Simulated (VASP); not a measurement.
# CdAu (Pm-3m) in VASP: notebook

CdAu is run at these levels: LDA; tasks: vibrations by perturbation theory.

All numbers are computed with VASP 6.6.1; they aren't measurements. Logs are shortened: lines on timing, memory, paths and dates and some standing lists are left out, and cuts for length are marked.

## (1) The cell of the first run

Symmetry: Pm-3m, No. 221, cubic system. Conventional cell: a = 3.281 Å, b = 3.281 Å, c = 3.281 Å, α = 90.00°, β = 90.00°, γ = 90.00°. Cd (site symmetry m-3m) has 8 Au at 2.84 Å and 6 Cd at 3.28 Å within 3.7 Å. Within 3.7 Å of Au (site symmetry m-3m) lie 8 Cd at 2.84 Å and 6 Au at 3.28 Å.

## (2) Vibrations by perturbation theory, LDA

The input, INCAR:

```
SYSTEM = CdAu
ALGO = Normal
EDIFF = 1E-8
ENCUT = 520
IBRION = 8
ISIF = 2
ISMEAR = -1
LASPH = .True.
LCHARG = .True.
LREAL = .False.
LWAVE = .False.
NELM = 80
NSW = 1
PREC = Accurate
SIGMA = 0.15
```

The input, KPOINTS:

```
k-points
0
Gamma
  12 12 12
  0 0 0
```

The input, POSCAR:

```
CdAu
1.0
    3.2808426613      0.0000000000      0.0000000000
    0.0000000000      3.2808426613      0.0000000000
    0.0000000000      0.0000000000      3.2808426613
Cd Au
1 1
Direct
    0.5000000000      0.5000000000      0.5000000000
    0.0000000000      0.0000000000      0.0000000000
```

Potentials or basis: VASP PAW LDA potentials, release 64 (Cd, Au).

Run with:

```console
$ cat potpaw_LDA.64/Cd/POTCAR potpaw_LDA.64/Au/POTCAR > POTCAR
$ mpirun -np 1 vasp_std > vasp.out
```

OUTCAR:

```text
SYSTEM = CdAu
   EDIFF = 1E-8
   ENCUT = 520
   IBRION = 8
   ISIF = 2
   ISMEAR = -1
   LASPH = .True.
   LREAL = .False.
   NELM = 80
   NSW = 1
   PREC = Accurate

 ion  position               nearest neighbor table
   1  0.500  0.500  0.500-   2 2.84   2 2.84   2 2.84   2 2.84   2 2.84   2 2.84   2 2.84   2 2.84

   2  0.000  0.000  0.000-   1 2.84   1 2.84   1 2.84   1 2.84   1 2.84   1 2.84   1 2.84   1 2.84

  LATTYP: Found a simple cubic cell.
 ALAT       =     3.2808426613

  Lattice vectors:

 A1 = (   3.2808426613,   0.0000000000,   0.0000000000)
 A2 = (   0.0000000000,   3.2808426613,   0.0000000000)
 A3 = (   0.0000000000,   0.0000000000,   3.2808426613)

Analysis of symmetry for initial positions (statically):
=====================================================================
 Subroutine PRICEL returns:
 Original cell was already a primitive cell.

 Routine SETGRP: Setting up the symmetry group for a
 simple cubic supercell.

 Subroutine GETGRP returns: Found 48 space group operations
 (whereof 48 operations were pure point group operations)
 out of a pool of 48 trial point group operations.

The static configuration has the point symmetry O_h .

Analysis of symmetry for dynamics (positions and initial velocities):
=====================================================================
 Subroutine PRICEL returns:
 Original cell was already a primitive cell.

 Routine SETGRP: Setting up the symmetry group for a
 simple cubic supercell.

 Subroutine GETGRP returns: Found 48 space group operations
 (whereof 48 operations were pure point group operations)
 out of a pool of 48 trial point group operations.

The dynamic configuration has the point symmetry O_h .

 Subroutine INISYM returns: Found 48 space group operations
 (whereof 48 operations are pure point group operations),
 and found     1 'primitive' translations

----------------------------------------------------------------------------------------

                                     Primitive cell

[... 591 lines left out ...]
 -----------------------------------------------------------------------------
  energy-cutoff  :      520.00
  volume of cell :       35.31
      direct lattice vectors                 reciprocal lattice vectors
     3.280842661  0.000000000  0.000000000     0.304799743  0.000000000  0.000000000
     0.000000000  3.280842661  0.000000000     0.000000000  0.304799743  0.000000000
     0.000000000  0.000000000  3.280842661     0.000000000  0.000000000  0.304799743

 POSITION                                       TOTAL-FORCE (eV/Angst)
 -----------------------------------------------------------------------------------
      1.64042      1.64042      1.64042         0.000000      0.000000      0.000000
      0.00000      0.00000      0.00000         0.000000      0.000000      0.000000
 -----------------------------------------------------------------------------------
    total drift:                                0.000000      0.000000     -0.000000

  FREE ENERGIE OF THE ION-ELECTRON SYSTEM (eV)
  ---------------------------------------------------
  free  energy   TOTEN  =        -6.3298203261 eV

  energy  without entropy=       -6.2954280093  energy(sigma->0) =       -6.31262417

[... ionic steps 2 to 3 ...]

--------------------------------------- Ionic step        4  -------------------------------------------

------------------------ aborting loop because EDIFF is reached ----------------------------------------

[... ionic steps 5 to 6 ...]

--------------------------------------- Ionic step        7  -------------------------------------------

 Free energy of the ion-electron system (eV)
  ---------------------------------------------------
  ---------------------------------------------------
  free energy    TOTEN  =        -0.28606889 eV

  energy without entropy =       -0.28606888

------------------------ aborting loop because EDIFF is reached ----------------------------------------

 INTERNAL STRAIN TENSOR  FOR ION    2  DIRECTION 1   (eV/Angst):
 -----------------------------------------------------------------------------
    -0.00908  0.00000  0.00000
     0.00000  0.00129  0.00000
    -0.00000  0.00000  0.00129

 INTERNAL STRAIN TENSOR FOR ION    2 for displacements in x,y,z  (eV/Angst):
          X           Y           Z          XY          YZ          ZX
  --------------------------------------------------------------------------------
  x     0.00000     0.00000     0.00000     0.00000     0.00000     0.00000
  y     0.00000     0.00000     0.00000     0.00000     0.00000     0.00000
  z     0.00000     0.00000     0.00000     0.00000     0.00000     0.00000

 SECOND DERIVATIVES (NOT SYMMETRIZED)
 ------------------------------------
               1X          1Y          1Z          2X          2Y          2Z
  1X    -4.590931    0.000000   -0.000000    4.590931   -0.000000    0.000000
  1Y     0.000000   -4.590931    0.000000   -0.000000    4.590931   -0.000000
  1Z    -0.000000   -0.000000   -4.590931    0.000000    0.000000    4.590931
  2X     4.579217    0.000000   -0.000000   -4.579217   -0.000000    0.000000
  2Y     0.000000    4.579217   -0.000000   -0.000000   -4.579217    0.000000
  2Z    -0.000000   -0.000000    4.579217    0.000000    0.000000   -4.579217

 Eigenvectors and eigenvalues of the dynamical matrix
 ----------------------------------------------------

   1 f  =    3.957708 THz    24.867014 2PiTHz  132.014933 cm-1    16.367758 meV
             X         Y         Z           dx          dy          dz
      1.640421  1.640421  1.640421    -0.000000   -0.000000    0.798276
      0.000000  0.000000  0.000000     0.000000    0.000000   -0.602292
[... 21 lines left out ...]
   6 f/i=    0.002431 THz     0.015272 2PiTHz    0.081079 cm-1     0.010053 meV
             X         Y         Z           dx          dy          dz
      1.640421  1.640421  1.640421     0.000000    0.000000   -0.602292
      0.000000  0.000000  0.000000    -0.000000    0.000000   -0.798276

--------------------------------------------------------------------------------------------------------

 ELASTIC MODULI CONTR FROM IONIC RELAXATION (kBar)
 Direction    XX          YY          ZZ          XY          YZ          ZX
 --------------------------------------------------------------------------------
 XX           0.0000      0.0000      0.0000      0.0000      0.0000      0.0000
 YY           0.0000      0.0000      0.0000      0.0000      0.0000      0.0000
 ZZ           0.0000      0.0000      0.0000      0.0000      0.0000      0.0000
 XY           0.0000      0.0000      0.0000      0.0000      0.0000      0.0000
 YZ           0.0000      0.0000      0.0000      0.0000      0.0000      0.0000
 ZX           0.0000      0.0000      0.0000      0.0000      0.0000      0.0000
 --------------------------------------------------------------------------------
```

stdout:

```text
POSCAR found type information on POSCAR CdAu
 POSCAR found :  2 types and       2 ions
 scaLAPACK will be used
 LDA part: xc-table for (Slater(with rela. corr.)+CA(PZ))
 , standard interpolation
 POSCAR, INCAR and KPOINTS ok, starting setup
 FFT: planning ... GRIDC
 FFT: planning ... GRID_SOFT
 FFT: planning ... GRID
 WAVECAR not read
 entering main loop
 Linear response reoptimize wavefunctions to high precision
 Linear response DOF=           2
 Linear response progress:
 first order change of Fermi-energy   0.47948E-05
 force on displaced ion       1 direction 1 :  -4.591   0.000   0.000
 Linear response progress:
 first order change of Fermi-energy   0.31171E-03
 force on displaced ion       2 direction 1 :  -4.579  -0.000   0.000
 Linear response finished
```

Wall time 99 s (1 thread of Intel Xeon Platinum 8488C (Sapphire Rapids), shared host); peak memory 0.37 GiB.

Results:

```
Highest phonon frequency at Γ : 132 cm⁻¹
```

Phonon frequencies in cm⁻¹ (negative: imaginary):
```csv
q point,frequencies
"(0.000, 0.000, 0.000)",0 0 0 132 132 132
```

Caveat: the cell stands under pressure or tension, which shifts response properties; spin-orbit coupling is left out, which moves the levels of the heavy elements.

## (3) Vibrations by perturbation theory, LDA

This run uses another cell than the first one, of 16.57 Å³/atom.

The input, INCAR:

```
SYSTEM = CdAu
  ALGO = Fast
  EDIFF = 1E-8
  ENCUT = 520
  IBRION = 8
  ISIF = 2
  ISMEAR = -1
  LASPH = .TRUE.
  LCHARG = .FALSE.
  LREAL = .FALSE.
  LWAVE = .FALSE.
  NBANDS = 18
  NELM = 60
  NSW = 1
  PREC = Accurate
  SIGMA = 0.15
```

The input, KPOINTS:

```
k-points
0
G
  14 14 14
  0 0 0
```

The input, POSCAR:

```
CdAu
1.0
    3.2121675412      0.0000000000      0.0000000000
    0.0000000000      3.2121675412      0.0000000000
    0.0000000000      0.0000000000      3.2121675412
Cd Au
1 1
Direct
    0.5000000000      0.5000000000      0.5000000000
    0.0000000000      0.0000000000      0.0000000000
```

Potentials or basis: VASP PAW LDA potentials, release 64 (Cd, Au).

Run with:

```console
$ cat potpaw_LDA.64/Cd/POTCAR potpaw_LDA.64/Au/POTCAR > POTCAR
$ mpirun -np 1 vasp_std > vasp.out
```

OUTCAR:

```text
SYSTEM = CdAu
   EDIFF = 1E-8
   ENCUT = 520
   IBRION = 8
   ISIF = 2
   ISMEAR = -1
   LASPH = .TRUE.
   LREAL = .FALSE.
   NELM = 60
   NSW = 1
   PREC = Accurate

 ion  position               nearest neighbor table
   1  0.500  0.500  0.500-   2 2.78   2 2.78   2 2.78   2 2.78   2 2.78   2 2.78   2 2.78   2 2.78

   2  0.000  0.000  0.000-   1 2.78   1 2.78   1 2.78   1 2.78   1 2.78   1 2.78   1 2.78   1 2.78

  LATTYP: Found a simple cubic cell.
 ALAT       =     3.2121675412

  Lattice vectors:

 A1 = (   3.2121675412,   0.0000000000,   0.0000000000)
 A2 = (   0.0000000000,   3.2121675412,   0.0000000000)
 A3 = (   0.0000000000,   0.0000000000,   3.2121675412)

Analysis of symmetry for initial positions (statically):
=====================================================================
 Subroutine PRICEL returns:
 Original cell was already a primitive cell.

 Routine SETGRP: Setting up the symmetry group for a
[... 734 lines left out ...]

 INTERNAL STRAIN TENSOR  FOR ION    2  DIRECTION 1   (eV/Angst):
 -----------------------------------------------------------------------------
    -0.01381  0.00000  0.00000
     0.00000  0.00054  0.00000
    -0.00000  0.00000  0.00054

 INTERNAL STRAIN TENSOR FOR ION    2 for displacements in x,y,z  (eV/Angst):
          X           Y           Z          XY          YZ          ZX
  --------------------------------------------------------------------------------
  x     0.00000     0.00000     0.00000     0.00000     0.00000     0.00000
  y     0.00000     0.00000     0.00000     0.00000     0.00000     0.00000
  z     0.00000     0.00000     0.00000     0.00000     0.00000     0.00000

 SECOND DERIVATIVES (NOT SYMMETRIZED)
 ------------------------------------
               1X          1Y          1Z          2X          2Y          2Z
  1X    -6.502552    0.000000   -0.000000    6.502552   -0.000000    0.000000
  1Y    -0.000000   -6.502552    0.000000    0.000000    6.502552   -0.000000
  1Z     0.000000   -0.000000   -6.502552   -0.000000    0.000000    6.502552
  2X     6.524445   -0.000000    0.000000   -6.524445    0.000000   -0.000000
  2Y    -0.000000    6.524445    0.000000    0.000000   -6.524445   -0.000000
  2Z    -0.000000    0.000000    6.524445    0.000000   -0.000000   -6.524445

 Eigenvectors and eigenvalues of the dynamical matrix
 ----------------------------------------------------

   1 f  =    4.715223 THz    29.626620 2PiTHz  157.282910 cm-1    19.500587 meV
             X         Y         Z           dx          dy          dz
      1.606084  1.606084  1.606084     0.000000    0.797418   -0.000000
      0.000000  0.000000  0.000000     0.000000   -0.603427    0.000000
[... 21 lines left out ...]
   6 f/i=    0.003813 THz     0.023958 2PiTHz    0.127191 cm-1     0.015770 meV
             X         Y         Z           dx          dy          dz
      1.606084  1.606084  1.606084     0.603427   -0.000000    0.000000
      0.000000  0.000000  0.000000     0.797418   -0.000000    0.000000

--------------------------------------------------------------------------------------------------------

 ELASTIC MODULI CONTR FROM IONIC RELAXATION (kBar)
 Direction    XX          YY          ZZ          XY          YZ          ZX
 --------------------------------------------------------------------------------
 XX           0.0000      0.0000      0.0000      0.0000      0.0000      0.0000
 YY           0.0000      0.0000      0.0000      0.0000      0.0000      0.0000
 ZZ           0.0000      0.0000      0.0000      0.0000      0.0000      0.0000
 XY           0.0000      0.0000      0.0000      0.0000      0.0000      0.0000
 YZ           0.0000      0.0000      0.0000      0.0000      0.0000      0.0000
 ZX           0.0000      0.0000      0.0000      0.0000      0.0000      0.0000
 --------------------------------------------------------------------------------
```

OSZICAR:

```text
N       E                     dE             d eps       ncg     rms          rms(c)
DAV:   1     0.156554580881E+03    0.15655E+03   -0.12141E+04  4408   0.125E+03
DAV:   2    -0.337592659851E+01   -0.15993E+03   -0.15353E+03  4494   0.318E+02
[... 41 lines left out ...]
RMM:   7    -0.284833318905E+00    0.13280E-04   -0.74133E-08 17622   0.198E-03    0.378E-04
RMM:   8    -0.284830561858E+00    0.27570E-05   -0.16372E-08 17696   0.593E-04    0.621E-05
RMM:   9    -0.284828907669E+00    0.16542E-05   -0.10752E-08 18191   0.110E-04    0.231E-05
RMM:  10    -0.284828966703E+00   -0.59035E-07   -0.44697E-09 17993   0.475E-05    0.100E-05
RMM:  11    -0.284829047371E+00   -0.80668E-07   -0.16966E-08 17963   0.407E-05    0.882E-07
RMM:  12    -0.284829046459E+00    0.91172E-09   -0.24912E-08 15465   0.308E-05    0.447E-07
 Linear response finished
```

stdout:

```text
POSCAR found type information on POSCAR CdAu
 POSCAR found :  2 types and       2 ions
 scaLAPACK will be used
 LDA part: xc-table for (Slater(with rela. corr.)+CA(PZ))
 , standard interpolation
 POSCAR, INCAR and KPOINTS ok, starting setup
 FFT: planning ... GRIDC
 FFT: planning ... GRID_SOFT
 FFT: planning ... GRID
 WAVECAR not read
 entering main loop
 Linear response reoptimize wavefunctions to high precision
 Linear response DOF=           2
 Linear response progress:
 first order change of Fermi-energy  -0.12106E-05
 force on displaced ion       1 direction 1 :  -6.503   0.000  -0.000
 Linear response progress:
 first order change of Fermi-energy   0.32137E-03
 force on displaced ion       2 direction 1 :  -6.524  -0.000  -0.000
 Linear response finished
```

It took 2.8 min on 1 thread of AMD EPYC 9R45 (Zen 5), shared host; peak memory 0.42 GiB.

What came out:

```
Highest phonon frequency at Γ : 157 cm⁻¹
```

Phonon frequencies in cm⁻¹ (negative: imaginary):
```
              q point        frequencies
(0.000, 0.000, 0.000)  0 0 0 157 157 157
```

Caveat: the cell stands under pressure or tension, which shifts response properties; spin-orbit coupling is left out, which moves the levels of the heavy elements.

(Continued in part 2 of 2.)
